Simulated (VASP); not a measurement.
# Au (P6_3/mmc) in VASP: notebook

Au is run at these levels: PBE; tasks: single point.

All numbers are computed with VASP 6.6.1; they aren't measurements. Logs are shortened: lines on timing, memory, paths and dates and some standing lists are left out, and cuts for length are marked.

### 1 The cell of the first run

The structure is hexagonal, space group P6_3/mmc (No. 194). The conventional cell has a = 2.900 Å, b = 2.900 Å, c = 4.978 Å, α = 90.00°, β = 90.00°, γ = 120.00°. Au (site symmetry -6m2) has 12 Au at 2.90 to 3.00 Å within 3.8 Å.

This isn't the form of Au at room conditions, which is fcc.

### 2 Single point, PBE (z stretched by +2 %, then relaxed in part)

File INCAR:

```
PREC = Accurate ; ENCUT = 520
EDIFF = 1E-7 ; ISMEAR = -1
SIGMA = 0.05 ; LREAL = False
LASPH = True ; NELM = 80
ALGO = Normal ; ISIF = 2
LWAVE = False ; LCHARG = False
GGA = PE ; NBANDS = 18
```

File KPOINTS:

```
Automatic mesh
0
Gamma
  18 18 10
```

File POSCAR:

```
Au
1.0
    2.9000000000      0.0000000000      0.0000000000
   -1.4500000000      2.5114736710      0.0000000000
    0.0000000000      0.0000000000      4.9776000000
Au
2
Direct
    0.3333333333      0.6666666667      0.7500000000
    0.6666666667      0.3333333333      0.2500000000
```

Potentials or basis: VASP PAW PBE potentials, release 64 (Au).

Run with:

```console
$ cat potpaw_PBE.64/Au/POTCAR > POTCAR
$ mpirun -np 1 vasp_std > vasp.out
```

OUTCAR:

```text
PREC = Accurate
   ENCUT = 520
   EDIFF = 1E-7
   ISMEAR = -1
   LREAL = False
   LASPH = True
   NELM = 80
   ISIF = 2
   GGA = PE

 ion  position               nearest neighbor table
   1  0.333  0.667  0.750-   2 3.00   2 3.00   2 3.00   2 3.00   2 3.00   2 3.00
   2  0.667  0.333  0.250-   1 3.00   1 3.00   1 3.00   1 3.00   1 3.00   1 3.00

  LATTYP: Found a hexagonal cell.
 ALAT       =     2.9000000000
 C/A-ratio  =     1.7164137931

  Lattice vectors:

 A1 = (   2.9000000000,   0.0000000000,   0.0000000000)
 A2 = (  -1.4500000000,   2.5114736710,   0.0000000000)
 A3 = (   0.0000000000,   0.0000000000,   4.9776000000)

Analysis of symmetry for initial positions (statically):
=====================================================================
 Subroutine PRICEL returns:
 Original cell was already a primitive cell.

 Routine SETGRP: Setting up the symmetry group for a
 hexagonal supercell.

 Subroutine GETGRP returns: Found 24 space group operations
 (whereof 12 operations were pure point group operations)
 out of a pool of 24 trial point group operations.

The static configuration has the point symmetry D_3d.
 The point group associated with its full space group is D_6h.

Analysis of symmetry for dynamics (positions and initial velocities):
=====================================================================
 Subroutine PRICEL returns:
 Original cell was already a primitive cell.

 Routine SETGRP: Setting up the symmetry group for a
 hexagonal supercell.

 Subroutine GETGRP returns: Found 24 space group operations
 (whereof 12 operations were pure point group operations)
 out of a pool of 24 trial point group operations.

The dynamic configuration has the point symmetry D_3d.
 The point group associated with its full space group is D_6h.

 Subroutine INISYM returns: Found 24 space group operations
 (whereof 12 operations are pure point group operations),
 and found     1 'primitive' translations

----------------------------------------------------------------------------------------

                                     Primitive cell

  volume of cell :      36.2532

  direct lattice vectors                    reciprocal lattice vectors
     2.900000000  0.000000000  0.000000000     0.344827586  0.199086300  0.000000000
    -1.450000000  2.511473671  0.000000000     0.000000000  0.398172599  0.000000000
     0.000000000  0.000000000  4.977600000     0.000000000  0.000000000  0.200900032

  length of vectors
     2.900000000  2.900000000  4.977600000     0.398172599  0.398172599  0.200900032

  position of ions in fractional coordinates (direct lattice)
     0.333333333  0.666666667  0.750000000
     0.666666667  0.333333333  0.250000000

  ion indices of the primitive-cell ions
   primitive index   ion index
                 1           1
                 2           2

----------------------------------------------------------------------------------------

 KPOINTS: Automatic mesh

Automatic generation of k-mesh.
 Grid dimensions read from file:
 generate k-points for:   18   18   10

 Generating k-lattice:

  Cartesian coordinates                     Fractional coordinates (reciprocal lattice)
     0.019157088  0.011060350  0.000000000     0.055555556  0.000000000  0.000000000
     0.000000000  0.022120700  0.000000000     0.000000000  0.055555556  0.000000000
     0.000000000  0.000000000  0.020090003     0.000000000  0.000000000  0.100000000

  Length of vectors
     0.022120700  0.022120700  0.020090003

  Shift w.r.t. Gamma in fractional coordinates (k-lattice)
     0.000000000  0.000000000  0.000000000

 Subroutine IBZKPT returns following result:
 ===========================================

 Found    222 irreducible k-points:

 Following reciprocal coordinates:
            Coordinates               Weight
  0.000000  0.000000  0.000000      1.000000
  0.055556  0.000000  0.000000      6.000000
  0.111111  0.000000  0.000000      6.000000
  0.166667 -0.000000  0.000000      6.000000
  0.222222  0.000000  0.000000      6.000000
  0.277778 -0.000000  0.000000      6.000000
[... 16 lines left out ...]
  0.333333  0.111111  0.000000     12.000000
  0.388889  0.111111  0.000000     12.000000
 [... further k-points ...]
   k-points           NKPTS =    222   k-points in BZ     NKDIM =    222   number of bands    NBANDS=     18
   number of dos      NEDOS =    301   number of ions     NIONS =      2
   total plane-waves  NPLWV =  23040
   dimension x,y,z NGX =    24 NGY =   24 NGZ =   40
   dimension x,y,z NGXF=    48 NGYF=   48 NGZF=   80
   ions per type =               2
   NGX,Y,Z   is equivalent  to a cutoff of  13.76, 13.76, 13.36 a.u.
   NGXF,Y,Z  is equivalent  to a cutoff of  27.52, 27.52, 26.72 a.u.
 SYSTEM =  unknown system
   PREC   = accura    normal or accurate (medium, high low for compatibility)
   ISTART =      0    job   : 0-new  1-cont  2-samecut
   ICHARG =      2    charge: 1-file 2-atom 10-const
   ISPIN  =      1    spin polarized calculation?
   LNONCOLLINEAR =      F non collinear calculations
   LSORBIT =      F    spin-orbit coupling
   LASPH  =      T    aspherical Exc in radial PAW
   ENCUT  =  520.0 eV  38.22 Ry    6.18 a.u.   5.39  5.39  9.26*2*pi/ulx,y,z
   NELM   =     80;   NELMIN=  2; NELMDL= -5     # of ELM steps
   EDIFF  = 0.1E-06   stopping-criterion for ELM
   LREAL  =      F    real-space projection
   EDIFFG = 0.1E-05   stopping-criterion for IOM
   NSW    =      0    number of steps for IOM
   IBRION =     -1    ionic relax: 0-MD 1-quasi-New 2-CG
   NFREE  =      0    steps in history (QN), initial steepest desc. (CG)
   ISIF   =      2    stress and relaxation
   ISYM   =      2    0-nonsym 1-usesym 2-fastsym
   POTIM  = 0.5000    time-step for ionic-motion
   TEBEG  =    0.0;   TEEND  =   0.0 temperature during run
   PSTRESS=    0.0 pullay stress
   NELECT =      22.0000    total number of electrons
   NUPDOWN=      -1.0000    fix difference up-down
   EMIN   =  10.00;   EMAX   =-10.00  energy-range for DOS
   EFERMI =   0.00;   METHOD = LEGACY
   ISMEAR =    -1;   SIGMA  =   0.05  broadening in eV -4-tet -1-fermi 0-gaus
   EFERMI_NEDOS =   21; number of points for ismear=-14 and -15
   IALGO  =     38    algorithm
   IMIX   =      4    mixing-type and parameters
     AMIX     =   0.40;   BMIX     =  1.00
     AMIX_MAG =   1.60;   BMIX_MAG =  1.00
  volume/ion in A,a.u.               =      18.13       122.32
  Fermi-wavevector in a.u.,A,eV,Ry     =   1.386012  2.619182 26.137173  1.921028
  Thomas-Fermi vector in A             =   2.510368
   LORBIT       =      0    0 simple, 1 ext, 2 COOP (PROOUT), +10 PAW based schemes
   GGA     = PE    functional components
   LHFCALC =     F    Hartree Fock is set to
   AEXX    =    0.0000 exact exchange contribution
   IVDW    =     0    specifies the selected vdW correction
   LEPSILON=     F    determine dielectric tensor
   LRPA    =     F    only Hartree local field effects (RPA)
 non-spin polarized calculation
  energy-cutoff  :      520.00
  volume of cell :       36.25
 maximum number of plane-waves:      1002
 NGX is ok and might be reduce to    24
   NGX = 11   NGY = 11   NGZ = 19

 number of electron      22.0000005 magnetization

 Free energy of the ion-electron system (eV)
  ---------------------------------------------------
  ext. energy  EPLUGINS =         0.00000000
  ---------------------------------------------------
  free energy    TOTEN  =        -6.42478121 eV

  energy without entropy =       -6.41826763  energy(sigma->0) =       -6.42152442

 E-fermi :   8.4766     XC(G=0): -12.3464

 val. band max:        8.4738677343   @ k =   0.3333   0.1667   0.2000
 cond. band min:       8.4772927984   @ k =   0.3889   0.1111   0.2000
 fundamental gap:      0.0034250642
 Fermi energy:         8.4765622415

 k-point     1 :       0.0000    0.0000    0.0000
  band No.  band energies     occupation
      1      -0.7454      2.00000
      2       1.5494      2.00000
      3       3.8315      2.00000
      4       4.1870      2.00000
      5       4.1870      2.00000
      6       4.4414      2.00000
[... 10 lines left out ...]
     17      26.7066      0.00000
     18      26.7066      0.00000

 k-point     2 :       0.0556    0.0000    0.0000
  band No.  band energies     occupation
      1      -0.6501      2.00000
      2       1.6298      2.00000
      3       3.8248      2.00000
      4       4.1879      2.00000
      5       4.2485      2.00000
      6       4.4074      2.00000
[... 10 lines left out ...]
     17      26.1565      0.00000
     18      26.2540      0.00000

 k-point     3 :       0.1111    0.0000    0.0000
  band No.  band energies     occupation
      1      -0.3704      2.00000
      2       1.8563      2.00000
      3       3.7713      2.00000
      4       4.2106      2.00000
      5       4.3483      2.00000
      6       4.4297      2.00000
[... 10 lines left out ...]
     17      25.0461      0.00000
     18      26.3217      0.00000

 k-point     4 :       0.1667   -0.0000    0.0000
  band No.  band energies     occupation
      1       0.0730      2.00000
      2       2.1720      2.00000
      3       3.6796      2.00000
      4       4.1211      2.00000
      5       4.4042      2.00000
      6       4.4860      2.00000
[... 375 lines left out ...]
      4       3.8446      2.00000
      5       4.2237      2.00000
      6       4.2311      2.00000
[... 10 lines left out ...]
     17      22.0734      0.00000
     18      23.8791      0.00000

 k-point    23 :       0.3333    0.1111    0.0000
  band No.  band energies     occupation
      1       2.2532      2.00000
      2       2.4751      2.00000
      3       2.8697      2.00000
      4       4.1849      2.00000
      5       4.1958      2.00000
      6       4.4893      2.00000
[... 10 lines left out ...]
     17      21.0348      0.00000
     18      23.3335      0.00000

 k-point    24 :       0.3889    0.1111    0.0000
  band No.  band energies     occupation
      1       2.3342      2.00000
      2       2.3875      2.00000
      3       2.7300      2.00000
      4       4.1919      2.00000
      5       4.3831      2.00000
      6       4.5098      2.00000
[... 10 lines left out ...]
     17      20.1505      0.00000
     18      23.0131      0.00000

 [... further k-points ...]

------------------------ aborting loop because EDIFF is reached ----------------------------------------

  FORCE on cell =-STRESS in cart. coord.  units (eV):
  Direction    XX          YY          ZZ          XY          YZ          ZX
  --------------------------------------------------------------------------------------
  -------------------------------------------------------------------------------------
  Total       -0.1018672     -0.1018672     -0.3669186      0.0000000      0.0000000      0.0000000
  in kB       -4.5019236     -4.5019236    -16.2156250      0.0000000      0.0000000      0.0000000
  external PRESSURE =      -8.4064908 kB  Pullay stress =       0.0000000 kB

 VOLUME and BASIS-vectors are now :
 -----------------------------------------------------------------------------
  energy-cutoff  :      520.00
  volume of cell :       36.25
      direct lattice vectors                 reciprocal lattice vectors
     2.900000000  0.000000000  0.000000000     0.344827586  0.199086300  0.000000000
    -1.450000000  2.511473671  0.000000000     0.000000000  0.398172599  0.000000000
     0.000000000  0.000000000  4.977600000     0.000000000  0.000000000  0.200900032

 POSITION                                       TOTAL-FORCE (eV/Angst)
 -----------------------------------------------------------------------------------
     -0.00000      1.67432      3.73320        -0.000000      0.000000      0.000000
      1.45000      0.83716      1.24440         0.000000     -0.000000      0.000000
 -----------------------------------------------------------------------------------
    total drift:                                0.000000     -0.000000      0.000000

  FREE ENERGIE OF THE ION-ELECTRON SYSTEM (eV)
  ---------------------------------------------------
  free  energy   TOTEN  =        -6.4247812116 eV

  energy  without entropy=       -6.4182676346  energy(sigma->0) =       -6.42152442
```

It took 2.1 min on 1 thread of Intel Xeon 8259CL, shared host; peak memory 0.25 GiB.

What came out:

- Free energy: -6.4248 eV
- Pressure: -0.8 GPa
- Band gap on the k mesh: zero (bands 11 and 12 overlap by 6.58 eV)

Stress tensor (GPa, compression positive):
```
-0.45  0.00  0.00
 0.00 -0.45  0.00
 0.00  0.00 -1.62
```

Caveat: the cell differs from its parent crystal (z stretched by +2 %, then relaxed in part); spin-orbit coupling is left out, which moves the levels of the heavy elements.

(Part 1 of 3 ends here.)
